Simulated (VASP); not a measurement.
A run of VASP 6.6.1:

INCAR

```
SYSTEM = SnSe
  ALGO = Normal
  EDIFF = 1E-6
  ENCUT = 520
  GGA = PE
  ISIF = 2
  ISMEAR = -1
  IVDW = 12
  LASPH = .True.
  LCHARG = .True.
  LELF = .True.
  LREAL = .False.
  LVHAR = .True.
  LWAVE = .False.
  NBANDS = 28
  NELM = 60
  PREC = Accurate
  SIGMA = 0.02
```

KPOINTS

```
k-points
0
Gamma
  6 6 6
  0 0 0
```

File POSCAR:

```
SnSe
1.0
    2.1141105664     -5.7978901006      0.0000000000
    2.1141105664      5.7978901006      0.0000000000
    0.0000000000      0.0000000000      4.2271586084
Sn Se
2 2
Direct
    0.8766232407      0.1233767593      0.2500000000
    0.1233767593      0.8766232407      0.7500000000
    0.6407479092      0.3592520908      0.2500000000
    0.3592520908      0.6407479092      0.7500000000
```

Potentials or basis: VASP PAW PBE potentials, release 64 (Sn_d, Se).

Launch:

```sh
$ cat potpaw_PBE.64/Sn_d/POTCAR potpaw_PBE.64/Se/POTCAR > POTCAR
$ mpirun -np 1 vasp_std > vasp.out
```

Hardware: 1 thread of Intel(R) Xeon(R) 6975P-C (Granite Rapids) (shared host).

Question: Estimate the wall time of this run.

Answer: Wall time 90 s on 1 thread of Intel(R) Xeon(R) 6975P-C (Granite Rapids), on a shared host, peak memory 0.33 GiB. Counts: scf iterations 13, k points 52.
